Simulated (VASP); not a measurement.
## HfO2 (CdI2 type): single point with PBE

Crystal: HfO2 (CdI2 type).

```
Hf O
1.0
     3.23108    0.00000    0.00000
    -1.61554    2.79819    0.00000
     0.00000    0.00000    4.52264
Hf O
1 2
Direct
  0.00000 0.00000 0.00000
  0.33333 0.66667 0.21496
  0.66667 0.33333 0.78504
```

* Program: VASP 6.6.1
* Task: single point
* Functional: PBE
* Potentials or basis: VASP PAW PBE potentials, release 64 (Hf_pv, O)
* Cutoff: 520 eV
* k mesh: 13 × 13 × 7
* Occupations: fermi-dirac, width 0.08 eV
* Spin: no spin polarisation
* Dipole correction: no
* Further INCAR settings: ALGO = Normal; EDIFF = 1e-06; NBANDS = 18

```yaml
Pressure: 1.3 GPa
Largest_force: 0.202 eV/Å
Band_gap_on_the_k_mesh: 4.43 eV (least direct gap 4.84 eV)
```

Forces in eV/Å, atoms in the order of the input:
```
Hf   0.000  0.000  0.000
O    0.000  0.000 -0.202
O    0.000  0.000  0.202
```

Stress tensor (GPa, compression positive):
```
0.94 0.00 0.00
0.00 0.94 0.00
0.00 0.00 2.08
```

Levels at points of the mesh, in eV from the valence-band top:
| k point | band 9 | band 10 | band 11 | band 12 | band 13 | band 14 |
| --- | --- | --- | --- | --- | --- | --- |
| (0.00, 0.00, 0.00) | -0.36 | -0.36 | -0.03 | 5.07 | 5.07 | 5.17 |

Wall time 80 s on 1 thread of Intel Xeon 8259CL, with other jobs on the host, peak memory 0.22 GiB.

Caveat: spin-orbit coupling is left out, which moves the levels of the heavy elements; an odd mesh through Γ misses points on the zone boundary, where band edges can lie.
